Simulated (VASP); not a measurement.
# BaTe (P6_3/mmc) in VASP: density of states with PBE

Aim: the density of states of BaTe with PBE.

Everything below comes from runs of VASP 6.6.1. Logs are shortened: lines on timing, memory, paths and dates and some standing lists are left out, and cuts for length are marked.

**1. The cell of the first run**

The structure is hexagonal, space group P6_3/mmc (No. 194). The conventional cell has a = 4.898 Å, b = 4.898 Å, c = 8.590 Å, α = 90.00°, β = 90.00°, γ = 120.00°. Ba (site symmetry -3m) has 6 Te at 3.55 Å and 2 Ba at 4.29 Å within 4.7 Å. Within 4.7 Å of Te (site symmetry -6m2) lie 6 Ba at 3.55 Å.

**2. Density of states, PBE**

Input file POSCAR:

```
BaTe
1.0
    4.8978484621      0.0000000000      0.0000000000
   -2.4489242311      4.2416611921      0.0000000000
    0.0000000000      0.0000000000      8.5899203555
Ba Te
2 2
Direct
    0.0000000000      0.0000000000      0.0000000000
    0.0000000000      0.0000000000      0.5000000000
    0.3333333333      0.6666666667      0.7500000000
    0.6666666667      0.3333333333      0.2500000000
```

Input file INCAR.step1:

```
PREC = Accurate ; ENCUT = 520
EDIFF = 1E-6 ; ISMEAR = 0
SIGMA = 0.02 ; LREAL = F
LASPH = T ; NELM = 100
ALGO = Normal ; ISIF = 2
LWAVE = F ; LCHARG = T
GGA = PE ; NBANDS = 24
```

Input file KPOINTS.step1:

```
regular mesh
0
Gamma
  6 6 4
```

Input file INCAR.step2:

```
PREC = Accurate ; ENCUT = 520
EDIFF = 1E-6 ; ISMEAR = -5
SIGMA = 0.02 ; LREAL = F
LASPH = T ; NELM = 100
ALGO = Normal ; ISIF = 2
LWAVE = F ; LCHARG = F
GGA = PE ; LORBIT = 11
NBANDS = 24 ; NEDOS = 2001
ICHARG = 11
```

Input file KPOINTS.step2:

```
regular mesh
0
Gamma
  9 9 6
```

Potentials or basis: VASP PAW PBE potentials, release 64 (Ba_sv, Te).

Started as:

```
cat potpaw_PBE.64/Ba_sv/POTCAR potpaw_PBE.64/Te/POTCAR > POTCAR
cp INCAR.step1 INCAR
cp KPOINTS.step1 KPOINTS
mpirun -np 1 vasp_std > vasp.out
cp INCAR.step2 INCAR
cp KPOINTS.step2 KPOINTS
mpirun -np 1 vasp_std > vasp.out
```

OUTCAR:

```text
PREC = Accurate
   ENCUT = 520
   EDIFF = 1E-6
   ISMEAR = -5
   LREAL = F
   LASPH = T
   NELM = 100
   ISIF = 2
   GGA = PE
   LORBIT = 11
   ICHARG = 11

 ion  position               nearest neighbor table
   1  0.000  0.000  0.000-   3 3.55   4 3.55   4 3.55   3 3.55   4 3.55   3 3.55   2 4.29   2 4.29

   2  0.000  0.000  0.500-   3 3.55   4 3.55   4 3.55   3 3.55   4 3.55   3 3.55   1 4.29   1 4.29

   3  0.333  0.667  0.750-   1 3.55   2 3.55   1 3.55   2 3.55   1 3.55   2 3.55
   4  0.667  0.333  0.250-   1 3.55   2 3.55   1 3.55   2 3.55   1 3.55   2 3.55

  LATTYP: Found a hexagonal cell.
 ALAT       =     4.8978484621
 C/A-ratio  =     1.7538150521

  Lattice vectors:

 A1 = (   4.8978484621,   0.0000000000,   0.0000000000)
 A2 = (  -2.4489242311,   4.2416611921,   0.0000000000)
 A3 = (   0.0000000000,   0.0000000000,   8.5899203555)

Analysis of symmetry for initial positions (statically):
=====================================================================
 Subroutine PRICEL returns:
 Original cell was already a primitive cell.

 Routine SETGRP: Setting up the symmetry group for a
 hexagonal supercell.

 Subroutine GETGRP returns: Found 24 space group operations
 (whereof 12 operations were pure point group operations)
 out of a pool of 24 trial point group operations.

The static configuration has the point symmetry D_3d.
 The point group associated with its full space group is D_6h.

Analysis of symmetry for dynamics (positions and initial velocities):
=====================================================================
 Subroutine PRICEL returns:
 Original cell was already a primitive cell.

 Routine SETGRP: Setting up the symmetry group for a
 hexagonal supercell.

 Subroutine GETGRP returns: Found 24 space group operations
 (whereof 12 operations were pure point group operations)
 out of a pool of 24 trial point group operations.

The dynamic configuration has the point symmetry D_3d.
 The point group associated with its full space group is D_6h.

 Subroutine INISYM returns: Found 24 space group operations
 (whereof 12 operations are pure point group operations),
 and found     1 'primitive' translations

----------------------------------------------------------------------------------------
[... 98 lines left out ...]
   NELM   =    100;   NELMIN=  2; NELMDL=  0     # of ELM steps
   EDIFF  = 0.1E-05   stopping-criterion for ELM
   LREAL  =      F    real-space projection
   EDIFFG = 0.1E-04   stopping-criterion for IOM
   NSW    =      0    number of steps for IOM
   IBRION =     -1    ionic relax: 0-MD 1-quasi-New 2-CG
   NFREE  =      0    steps in history (QN), initial steepest desc. (CG)
   ISIF   =      2    stress and relaxation
   ISYM   =      2    0-nonsym 1-usesym 2-fastsym
   POTIM  = 0.5000    time-step for ionic-motion
   TEBEG  =    0.0;   TEEND  =   0.0 temperature during run
   PSTRESS=    0.0 pullay stress
   NELECT =      32.0000    total number of electrons
   NUPDOWN=      -1.0000    fix difference up-down
   EMIN   =  10.00;   EMAX   =-10.00  energy-range for DOS
   EFERMI =   0.00;   METHOD = LEGACY
   ISMEAR =    -5;   SIGMA  =   0.02  broadening in eV -4-tet -1-fermi 0-gaus
   EFERMI_NEDOS =   21; number of points for ismear=-14 and -15
   IALGO  =     38    algorithm
   IMIX   =      4    mixing-type and parameters
     AMIX     =   0.40;   BMIX     =  1.00
     AMIX_MAG =   1.60;   BMIX_MAG =  1.00
  volume/ion in A,a.u.               =      44.61       301.07
  Fermi-wavevector in a.u.,A,eV,Ry     =   0.923169  1.744537 11.595449  0.852241
  Thomas-Fermi vector in A             =   2.048776
   LORBIT       =     11    0 simple, 1 ext, 2 COOP (PROOUT), +10 PAW based schemes
   GGA     = PE    functional components
   LHFCALC =     F    Hartree Fock is set to
   AEXX    =    0.0000 exact exchange contribution
   IVDW    =     0    specifies the selected vdW correction
   LEPSILON=     F    determine dielectric tensor
   LRPA    =     F    only Hartree local field effects (RPA)
 non-spin polarized calculation
 Fermi weights with tetrahedron method with Bloechl corrections
  energy-cutoff  :      520.00
  volume of cell :      178.46
 maximum number of plane-waves:      4830

 number of electron      32.0000001 magnetization

 Free energy of the ion-electron system (eV)
  ---------------------------------------------------
  ext. energy  EPLUGINS =         0.00000000
  ---------------------------------------------------
  free energy    TOTEN  =       -16.96429213 eV

  energy without entropy =      -16.96429213  energy(sigma->0) =      -16.96429213

 E-fermi :   2.1572     XC(G=0):  -8.0696

 val. band max:        2.1429739829   @ k =   0.0000   0.0000   0.0000
 cond. band min:       3.8369072374   @ k =   0.4444  -0.0000   0.0000
 fundamental gap:      1.6939332546
 Fermi energy:         2.1571716906

 k-point     1 :       0.0000    0.0000    0.0000
  band No.  band energies     occupation
      1     -25.1718      2.00000
      2     -25.1475      2.00000
      3     -10.7691      2.00000
      4     -10.3200      2.00000
      5     -10.3200      2.00000
      6     -10.2716      2.00000
[... 637 lines left out ...]
     23       7.4602      0.00000
     24       7.4602      0.00000

 [... further k-points ...]
[... 5 lines left out ...]
  --------------------------------------------------------------------------------------
  -------------------------------------------------------------------------------------
  Total        0.3320025      0.3320025      0.4084868     -0.0000000      0.0000000      0.0000000
  in kB        2.9807216      2.9807216      3.6673989     -0.0000000      0.0000000      0.0000000
  external PRESSURE =       3.2096140 kB  Pullay stress =       0.0000000 kB

 VOLUME and BASIS-vectors are now :
 -----------------------------------------------------------------------------
  energy-cutoff  :      520.00
  volume of cell :      178.46
      direct lattice vectors                 reciprocal lattice vectors
     4.897848462  0.000000000  0.000000000     0.204171282  0.117878345  0.000000000
    -2.448924231  4.241661192  0.000000000     0.000000000  0.235756689  0.000000000
     0.000000000  0.000000000  8.589920356     0.000000000  0.000000000  0.116415515

 POSITION                                       TOTAL-FORCE (eV/Angst)
 -----------------------------------------------------------------------------------
      0.00000      0.00000      0.00000         0.000000      0.000000     -0.000000
      0.00000      0.00000      4.29496         0.000000      0.000000     -0.000000
     -0.00000      2.82777      6.44244         0.000000      0.000000      0.000000
      2.44892      1.41389      2.14748        -0.000000     -0.000000     -0.000000
 -----------------------------------------------------------------------------------
    total drift:                                0.000000     -0.000000     -0.000000

  FREE ENERGIE OF THE ION-ELECTRON SYSTEM (eV)
  ---------------------------------------------------
  free  energy   TOTEN  =       -16.9642921307 eV

  energy  without entropy=      -16.9642921307  energy(sigma->0) =      -16.96429213

 total charge

# of ion       s       p       d       tot
------------------------------------------
    1        2.011   5.607   0.255   7.873
    2        2.011   5.607   0.255   7.873
    3        1.340   2.114   0.003   3.457
    4        1.340   2.114   0.003   3.457
--------------------------------------------------
tot          6.702  15.442   0.516  22.660
```

OUTCAR.step1:

```text
PREC = Accurate
   ENCUT = 520
   EDIFF = 1E-6
   ISMEAR = 0
   LREAL = F
[... 794 lines left out ...]
      0.00000      0.00000      0.00000         0.000000      0.000000      0.000000
      0.00000      0.00000      4.29496         0.000000      0.000000      0.000000
     -0.00000      2.82777      6.44244         0.000000      0.000000     -0.000000
      2.44892      1.41389      2.14748        -0.000000     -0.000000     -0.000000
 -----------------------------------------------------------------------------------
    total drift:                               -0.000000      0.000000     -0.000000

  FREE ENERGIE OF THE ION-ELECTRON SYSTEM (eV)
  ---------------------------------------------------
  free  energy   TOTEN  =       -16.9635495028 eV

  energy  without entropy=      -16.9635495028  energy(sigma->0) =      -16.96354950
```

OSZICAR.step1:

```text
N       E                     dE             d eps       ncg     rms          rms(c)
DAV:   1     0.205299750384E+03    0.20530E+03   -0.12470E+04  1008   0.110E+03
DAV:   2    -0.225770757946E+00   -0.20553E+03   -0.19395E+03  1368   0.197E+02
DAV:   3    -0.164549080229E+02   -0.16229E+02   -0.16120E+02  1392   0.609E+01
DAV:   4    -0.171974189661E+02   -0.74251E+00   -0.74178E+00  1608   0.110E+01
DAV:   5    -0.172047607013E+02   -0.73417E-02   -0.73415E-02  1272   0.128E+00    0.503E+00
DAV:   6    -0.169475142032E+02    0.25725E+00   -0.48024E-01  1320   0.237E+00    0.339E+00
DAV:   7    -0.169532776342E+02   -0.57634E-02   -0.40249E-01  1400   0.252E+00    0.104E+00
DAV:   8    -0.169605518665E+02   -0.72742E-02   -0.51103E-02  1240   0.937E-01    0.218E-01
DAV:   9    -0.169625522033E+02   -0.20003E-02   -0.36728E-03  1312   0.310E-01    0.884E-02
DAV:  10    -0.169631383687E+02   -0.58617E-03   -0.36342E-04  1392   0.864E-02    0.470E-02
DAV:  11    -0.169635462072E+02   -0.40784E-03   -0.61581E-04  1144   0.124E-01    0.153E-02
DAV:  12    -0.169635488021E+02   -0.25950E-05   -0.17157E-05  1480   0.157E-02    0.117E-02
DAV:  13    -0.169635495028E+02   -0.70072E-06   -0.44776E-06  1072   0.847E-03
   1 F= -.16963550E+02 E0= -.16963550E+02  d E =-.573636E-36
```

It took 64 s on 1 thread of Intel Xeon 6975P-C (Granite Rapids), shared host; peak memory 0.37 GiB.

What came out:

| Property | Result |
| --- | --- |
| Valence electrons inside the program's atomic spheres | Ba 7.87; Te 3.46 |

Caveat: spin-orbit coupling is left out, which moves the levels of the heavy elements.
